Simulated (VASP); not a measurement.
The system is Ca4AlO.

```
Ca Al O
1.0
     0.00000    3.94297    3.94297
     3.94297    0.00000    3.94297
     3.94297    3.94297    0.00000
Ca Al O
4 1 1
Direct
  0.87565 0.37478 0.37478
  0.37478 0.37478 0.87565
  0.37478 0.37478 0.37478
  0.37478 0.87565 0.37478
  0.75000 0.75000 0.75000
  0.00000 0.00000 0.00000
```

The cell was built from a structure type or drawn by symmetry, and may not be a known phase.

| Quantity | Value |
| --- | --- |
| Program | VASP 6.6.1 |
| Task | relaxation of cell and atoms |
| Functional | PBE |
| Potentials or basis | VASP PAW PBE potentials, release 64 (Ca_sv, Al, O) |
| Cutoff | 600 eV |
| k mesh | 4 × 4 × 4 |
| Occupations | gaussian, width 0.1 eV |
| Spin | no spin polarisation |

At the start: pressure 13.1 GPa; volume 20.43 Å³/atom.

Task: Where does the relaxation end?

Result: Over 6 steps the energy falls by 314.5 meV/atom and the volume is 31.11 Å³/atom (+52.2 %); space group F-43m (No. 216, to 0.1 Å) before and after.

The path:
```tsv
step	energy change (eV)	largest force (eV/Å)	pressure (GPa)	volume (Å³)
1	0.0000	0.1440	13.05	122.60
2	-1.5455	0.2877	3.83	154.58
3	-1.8383	0.3858	1.00	175.37
4	-1.8672	0.4072	0.15	184.28
5	-1.8675	0.4098	0.03	185.69
6	-1.8871	0.0163	-0.04	186.64
```

Final structure:
```
Ca Al O
1.0
     0.00000    4.53585    4.53585
     4.53585    0.00000    4.53585
     4.53585    4.53585    0.00000
Ca Al O
4 1 1
Direct
  0.87396 0.37535 0.37535
  0.37535 0.37535 0.87396
  0.37535 0.37535 0.37535
  0.37535 0.87396 0.37535
  0.75000 0.75000 0.75000
  0.00000 0.00000 0.00000
```

Caveat: the volume moved by over 15 % at a fixed basis, so the end points are rough; an odd number of electrons without spin polarisation forces a metal; a magnetic or distorted state may lie lower.
